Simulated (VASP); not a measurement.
A run of VASP 6.6.1 is set up as follows.

The input POSCAR:

```
Sr2TeS
1.0
    4.5333613597      0.0000000000      0.0000000000
    0.0000000000      4.5333613597      0.0000000000
    0.0000000000      0.0000000000      6.4137234993
S Sr Te
1 2 1
Direct
    0.0000000000      0.0000000000      0.0000000000
    0.0000000000      0.0000000000      0.5000000000
    0.5000000000      0.5000000000      0.0000000000
    0.5000000000      0.5000000000      0.5000000000
```

Contents of INCAR.step1:

```
SYSTEM = Sr2TeS
ALGO = Normal
EDIFF = 1E-4
ENCUT = 520
GGA = PE
ISMEAR = 0
LASPH = .TRUE.
LCHARG = .FALSE.
LREAL = .FALSE.
LWAVE = .TRUE.
NBANDS = 24
NELM = 80
PREC = Accurate
SIGMA = 0.01
```

Contents of INCAR.step2:

```
SYSTEM = Sr2TeS
ALGO = Normal
EDIFF = 1E-6
ENCUT = 520
ISIF = 2
ISMEAR = 0
ISTART = 1
LASPH = .TRUE.
LCHARG = .FALSE.
LMIXTAU = .TRUE.
LREAL = .FALSE.
LWAVE = .FALSE.
METAGGA = R2SCAN
NBANDS = 24
NELM = 80
PREC = Accurate
SIGMA = 0.01
```

The input KPOINTS:

```
k-points
0
G
  6 6 4
  0 0 0
```

Potentials or basis: VASP PAW PBE potentials, release 64 (S, Sr_sv, Te).

Run with:

```console
$ cat potpaw_PBE.64/S/POTCAR potpaw_PBE.64/Sr_sv/POTCAR potpaw_PBE.64/Te/POTCAR > POTCAR
$ cp INCAR.step1 INCAR
$ mpirun -np 1 vasp_std > vasp.out
$ cp INCAR.step2 INCAR
$ mpirun -np 1 vasp_std > vasp.out
```

Problem. Estimate the band gap on the k mesh.

Solution. 2.35 eV.

Problem. What does it give for the pressure?

Solution. 0.1 GPa.

Caveat: the PAW data sets were made with another functional, which shifts forces and pressure a little; spin-orbit coupling is left out, which moves the levels of the heavy elements. A k mesh can miss the band edges.
